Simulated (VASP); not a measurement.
Set up this calculation in VASP 6.6.1, as the native input.

- Task: single point
- Functional: PBEsol
- Potentials or basis: VASP PAW PBE potentials, release 64 (Ta_pv, N)
- Cutoff: 520 eV
- k mesh: 18 × 18 × 14
- Occupations: gaussian, width 0.1 eV
- Spin: no spin polarisation
- Dipole correction: no
- Further INCAR settings: ALGO = Normal; EDIFF = 1e-06; NBANDS = 15

The structure of TaN (sol) lies in POSCAR:

```
TaN
1.0
    2.9238695490      0.0000000000      0.0000000000
   -1.4619347745      2.5321453068      0.0000000000
    0.0000000000      0.0000000000      2.8704928543
Ta N
1 1
Direct
    0.0000000000      0.0000000000      0.5000000000
    0.6666666667      0.3333333333      0.0000000000
```

These files were run (other wordings do the same):

INCAR

```
SYSTEM = TaN
ALGO     = Normal         ! electronic algorithm
EDIFF    = 1E-6           ! SCF threshold, eV
ENCUT    = 520            ! plane-wave cutoff, eV
GGA      = PS             ! functional
ISIF     = 2              ! what is computed and relaxed
ISMEAR   = 0              ! smearing method
LASPH    = .True.         ! aspherical terms in the spheres
LCHARG   = .False.        ! write CHGCAR
LREAL    = .False.        ! projectors in reciprocal space
LWAVE    = .False.        ! write WAVECAR
NBANDS   = 15             ! bands
NELM     = 80             ! most SCF steps
PREC     = Accurate       ! precision mode
SIGMA    = 0.1            ! smearing width, eV
```

KPOINTS

```
k-points
0
Gamma
  18 18 14
  0 0 0
```

Potentials or basis: VASP PAW PBE potentials, release 64 (Ta_pv, N).

Command:

```console
$ cat potpaw_PBE.64/Ta_pv/POTCAR potpaw_PBE.64/N/POTCAR > POTCAR
$ mpirun -np 1 vasp_std > vasp.out
```

It gave:

| Quantity | Value |
| --- | --- |
| Pressure | 0.9 GPa |
| Band gap on the k mesh | zero (band 8 reaches 8.48 eV, above the bottom of band 9 at 8.13 eV) |

Caveat: the PAW data sets were made with another functional, which shifts forces and pressure a little; spin-orbit coupling is left out, which moves the levels of the heavy elements.

Wall time 83 s on 1 thread of AMD EPYC 7R43 64-Core Processor (Zen 3), with other jobs on the host, peak memory 0.18 GiB.
